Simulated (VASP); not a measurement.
# Zr (Im-3m) in VASP: a series of runs, part 2 of 2

VASP 6.6.1. The steps go on from the part before.

### 3 Electric field gradients, r2SCAN

This run uses another cell than the first one, of 22.97 Å³/atom, 1.020 times its volume.

The input, POSCAR:

```
Zr
1.0
   -1.7908472709      1.7908472709      1.7908472709
    1.7908472709     -1.7908472709      1.7908472709
    1.7908472709      1.7908472709     -1.7908472709
Zr
1
Direct
    0.0000000000      0.0000000000      0.0000000000
```

The input, INCAR.step1:

```
ALGO     = Normal         # electronic algorithm
EDIFF    = 1E-4           # SCF threshold, eV
ENCUT    = 520            # plane-wave cutoff, eV
GGA      = PE             # functional
ISMEAR   = -1             # smearing method
LASPH    = T              # aspherical terms in the spheres
LCHARG   = F              # write CHGCAR
LREAL    = F              # projectors in reciprocal space
LWAVE    = T              # write WAVECAR
NBANDS   = 12             # bands
NELM     = 80             # most SCF steps
PREC     = Accurate       # precision mode
SIGMA    = 0.05           # smearing width, eV
```

The input, INCAR.step2:

```
ALGO     = Normal         # electronic algorithm
EDIFF    = 1E-8           # SCF threshold, eV
ENCUT    = 520            # plane-wave cutoff, eV
ISIF     = 2              # what is computed and relaxed
ISMEAR   = -1             # smearing method
ISTART   = 1            
LASPH    = T              # aspherical terms in the spheres
LCHARG   = F              # write CHGCAR
LEFG     = T            
LMIXTAU  = T            
LREAL    = F              # projectors in reciprocal space
LWAVE    = F              # write WAVECAR
METAGGA  = R2SCAN         # meta-GGA
NBANDS   = 12             # bands
NELM     = 80             # most SCF steps
PREC     = Accurate       # precision mode
SIGMA    = 0.05           # smearing width, eV
```

The input, KPOINTS:

```
k-points
0
Gamma
  13 13 13
```

Potentials or basis: VASP PAW PBE potentials, release 64 (Zr_sv).

Started as:

```
$ cat potpaw_PBE.64/Zr_sv/POTCAR > POTCAR
$ cp INCAR.step1 INCAR
$ mpirun -np 1 vasp_std > vasp.out
$ cp INCAR.step2 INCAR
$ mpirun -np 1 vasp_std > vasp.out
```

OUTCAR:

```text
EDIFF = 1E-8
   ENCUT = 520
   ISIF = 2
   ISMEAR = -1
   ISTART = 1
   LASPH = T
   LREAL = F
   METAGGA = R2SCAN
   NELM = 80
   PREC = Accurate

 ion  position               nearest neighbor table
   1  0.000  0.000  0.000-

  LATTYP: Found a body centered cubic cell.
 ALAT       =     3.5816945418

  Lattice vectors:

 A1 = (  -1.7908472709,   1.7908472709,   1.7908472709)
 A2 = (   1.7908472709,  -1.7908472709,   1.7908472709)
 A3 = (   1.7908472709,   1.7908472709,  -1.7908472709)

Analysis of symmetry for initial positions (statically):
=====================================================================
 Subroutine PRICEL returns:
 Original cell was already a primitive cell.

 Routine SETGRP: Setting up the symmetry group for a
 body centered cubic supercell.

 Subroutine GETGRP returns: Found 48 space group operations
 (whereof 48 operations were pure point group operations)
 out of a pool of 48 trial point group operations.

The static configuration has the point symmetry O_h .

Analysis of symmetry for dynamics (positions and initial velocities):
=====================================================================
 Subroutine PRICEL returns:
 Original cell was already a primitive cell.

 Routine SETGRP: Setting up the symmetry group for a
 body centered cubic supercell.

 Subroutine GETGRP returns: Found 48 space group operations
 (whereof 48 operations were pure point group operations)
 out of a pool of 48 trial point group operations.

The dynamic configuration has the point symmetry O_h .

 Subroutine INISYM returns: Found 48 space group operations
 (whereof 48 operations are pure point group operations),
 and found     1 'primitive' translations

----------------------------------------------------------------------------------------

                                     Primitive cell

  volume of cell :      22.9739

  direct lattice vectors                    reciprocal lattice vectors
    -1.790847271  1.790847271  1.790847271     0.000000000  0.279197455  0.279197455
     1.790847271 -1.790847271  1.790847271     0.279197455  0.000000000  0.279197455
     1.790847271  1.790847271 -1.790847271     0.279197455  0.279197455  0.000000000

  length of vectors
     3.101838462  3.101838462  3.101838462     0.394844827  0.394844827  0.394844827

  position of ions in fractional coordinates (direct lattice)
     0.000000000  0.000000000  0.000000000

  ion indices of the primitive-cell ions
   primitive index   ion index
                 1           1

----------------------------------------------------------------------------------------

 KPOINTS: k-points

Automatic generation of k-mesh.
 Grid dimensions read from file:
 generate k-points for:   13   13   13

 Generating k-lattice:

  Cartesian coordinates                     Fractional coordinates (reciprocal lattice)
[... 66 lines left out ...]
   ISIF   =      2    stress and relaxation
   ISYM   =      2    0-nonsym 1-usesym 2-fastsym
   POTIM  = 0.5000    time-step for ionic-motion
   TEBEG  =    0.0;   TEEND  =   0.0 temperature during run
   PSTRESS=    0.0 pullay stress
   NELECT =      12.0000    total number of electrons
   NUPDOWN=      -1.0000    fix difference up-down
   EMIN   =  10.00;   EMAX   =-10.00  energy-range for DOS
   EFERMI =   0.00;   METHOD = LEGACY
   ISMEAR =    -1;   SIGMA  =   0.05  broadening in eV -4-tet -1-fermi 0-gaus
   EFERMI_NEDOS =   21; number of points for ismear=-14 and -15
   IALGO  =     38    algorithm
   IMIX   =      4    mixing-type and parameters
     AMIX     =   0.40;   BMIX     =  1.00
     AMIX_MAG =   1.60;   BMIX_MAG =  1.00
  volume/ion in A,a.u.               =      22.97       155.04
  Fermi-wavevector in a.u.,A,eV,Ry     =   1.318429  2.491469 23.650390  1.738255
  Thomas-Fermi vector in A             =   2.448399
   LORBIT       =      0    0 simple, 1 ext, 2 COOP (PROOUT), +10 PAW based schemes
   METAGGA = R2SCAN    functional components
   LHFCALC =     F    Hartree Fock is set to
   AEXX    =    0.0000 exact exchange contribution
   IVDW    =     0    specifies the selected vdW correction
   LEPSILON=     F    determine dielectric tensor
   LRPA    =     F    only Hartree local field effects (RPA)
 non-spin polarized calculation
  energy-cutoff  :      520.00
  volume of cell :       22.97
 maximum number of plane-waves:       632
   NGX = 11   NGY = 11   NGZ = 11

 number of electron      12.0000000 magnetization

 Free energy of the ion-electron system (eV)
  ---------------------------------------------------
  ext. energy  EPLUGINS =         0.00000000
  ---------------------------------------------------
  free energy    TOTEN  =       -22.63737111 eV

  energy without entropy =      -22.62208417  energy(sigma->0) =      -22.62972764

 E-fermi :   8.8999     XC(G=0): -12.0314

 val. band max:        8.8848936696   @ k =   0.3077   0.2308   0.0769
 cond. band min:       8.9038843084   @ k =  -0.3846  -0.4615   0.0769
 fundamental gap:      0.0189906387
 Fermi energy:         8.8999070578

 k-point     1 :       0.0000    0.0000    0.0000
  band No.  band energies     occupation
      1     -41.2910      2.00000
      2     -18.0710      2.00000
      3     -18.0710      2.00000
      4     -18.0710      2.00000
      5       3.1482      2.00000
      6      10.2048      0.00000
      7      10.2048      0.00000
      8      10.2048      0.00000
      9      12.7620      0.00000
     10      12.7620      0.00000
     11      21.8532      0.00000
     12      21.8532      0.00000
[... 331 lines left out ...]
 k-point    24 :       0.2308    0.0769    0.0769
  band No.  band energies     occupation
      1     -41.1665      2.00000
      2     -18.8262      2.00000
      3     -18.2969      2.00000
      4     -18.1309      2.00000
      5       5.9490      2.00000
      6       8.6012      1.99492
      7       8.8382      1.54940
      8      12.6251      0.00000
      9      13.0932      0.00000
     10      13.9720      0.00000
     11      21.6148      0.00000
     12      22.2336      0.00000

 [... further k-points ...]
[... 5 lines left out ...]
  --------------------------------------------------------------------------------------
  -------------------------------------------------------------------------------------
  Total       -0.0105073     -0.0105073     -0.0105073      0.0000000      0.0000000      0.0000000
  in kB       -0.7327692     -0.7327692     -0.7327692      0.0000000      0.0000000      0.0000000
  external PRESSURE =      -0.7327692 kB  Pullay stress =       0.0000000 kB

 VOLUME and BASIS-vectors are now :
 -----------------------------------------------------------------------------
  energy-cutoff  :      520.00
  volume of cell :       22.97
      direct lattice vectors                 reciprocal lattice vectors
    -1.790847271  1.790847271  1.790847271     0.000000000  0.279197455  0.279197455
     1.790847271 -1.790847271  1.790847271     0.279197455  0.000000000  0.279197455
     1.790847271  1.790847271 -1.790847271     0.279197455  0.279197455  0.000000000

 POSITION                                       TOTAL-FORCE (eV/Angst)
 -----------------------------------------------------------------------------------
      0.00000      0.00000      0.00000        -0.000000      0.000000      0.000000
 -----------------------------------------------------------------------------------
    total drift:                                0.000000      0.000000      0.000000

  FREE ENERGIE OF THE ION-ELECTRON SYSTEM (eV)
  ---------------------------------------------------
  free  energy   TOTEN  =       -22.6373711100 eV

  energy  without entropy=      -22.6220841726  energy(sigma->0) =      -22.62972764

 Electric field gradients (V/A^2)
---------------------------------------------------------------------
 ion       V_xx      V_yy      V_zz      V_xy      V_xz      V_yz
---------------------------------------------------------------------
   1       0.000    -0.000    -0.000    -0.000    -0.000    -0.000
---------------------------------------------------------------------

 Electric field gradients after diagonalization (V/A^2)
 (convention: |V_zz| > |V_xx| > |V_yy|)
----------------------------------------------------------------------
 ion       V_xx      V_yy      V_zz     asymmetry (V_yy - V_xx)/ V_zz
----------------------------------------------------------------------
   1       0.000     0.000    -0.000       0.000
----------------------------------------------------------------------

           NMR quadrupolar parameters

 Cq : quadrupolar parameter    Cq=e*Q*V_zz/h
 eta: asymmetry parameters     (V_yy - V_xx)/ V_zz
 Q  : nuclear electric quadrupole moment in mb (millibarn)
----------------------------------------------------------------------
 ion       Cq(MHz)       eta       Q (mb)
----------------------------------------------------------------------
   1      -0.000       0.000       1.000
----------------------------------------------------------------------
```

Wall time 82 s (1 thread of Intel Xeon 8259CL, shared host); peak memory 0.16 GiB.

What came out:

* Free energy: -22.6374 eV
* Pressure: -0.1 GPa
* Band gap on the k mesh: zero (band 6 reaches 10.20 eV, above the bottom of band 7 at 8.30 eV)

Caveat: without QUAD_EFG the Cq values of the log hold for a quadrupole moment of 1 mb, not for the nuclei; the PAW data sets were made with another functional, which shifts forces and pressure a little.
